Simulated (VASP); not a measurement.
Set up this calculation in VASP 6.6.1, as the native input.

```
Task                   : single point
Functional             : PBE
Potentials or basis    : VASP PAW PBE potentials, release 64 (O, Sr_sv, Te)
Cutoff                 : 520 eV
k mesh                 : 4 × 4 × 4
Occupations            : gaussian, width 0.01 eV
Spin                   : no spin polarisation
Dipole correction      : no
Further INCAR settings : ALGO = Normal; EDIFF = 1e-07; NBANDS = 24
```

The structure of Sr2TeO lies in POSCAR:

```
Sr2TeO
1.0
    4.3563053198      0.0000000000      0.0000000000
    0.0000000000      4.3563053198      0.0000000000
    0.0000000000      0.0000000000      6.1723914874
O Sr Te
1 2 1
Direct
    0.0000000000      0.0000000000      0.0000000000
    0.0000000000      0.0000000000      0.5000000000
    0.5000000000      0.5000000000      0.0000000000
    0.5000000000      0.5000000000      0.5000000000
```

These files were run (other wordings do the same):

INCAR

```
SYSTEM = Sr2TeO
PREC = Accurate ; ENCUT = 520
EDIFF = 1E-7 ; ISMEAR = 0
SIGMA = 0.01 ; LREAL = .False.
LASPH = .True. ; NELM = 80
ALGO = Normal ; ISIF = 2
LWAVE = .False. ; LCHARG = .False.
GGA = PE ; NBANDS = 24
```

KPOINTS

```
regular mesh
0
Gamma
  4 4 4
  0 0 0
```

Potentials or basis: VASP PAW PBE potentials, release 64 (O, Sr_sv, Te).

Command:

```bash
$ cat potpaw_PBE.64/O/POTCAR potpaw_PBE.64/Sr_sv/POTCAR potpaw_PBE.64/Te/POTCAR > POTCAR
$ mpirun -np 1 vasp_std > vasp.out
```

It gave:

The pressure is 0.7 GPa. The band gap on the k mesh is 1.45 eV, direct.

Caveat: spin-orbit coupling is left out, which moves the levels of the heavy elements.

It took 100 s on 1 thread of AMD EPYC 7R13 Processor (Zen 3), with other jobs on the host, peak memory 0.2 GiB.
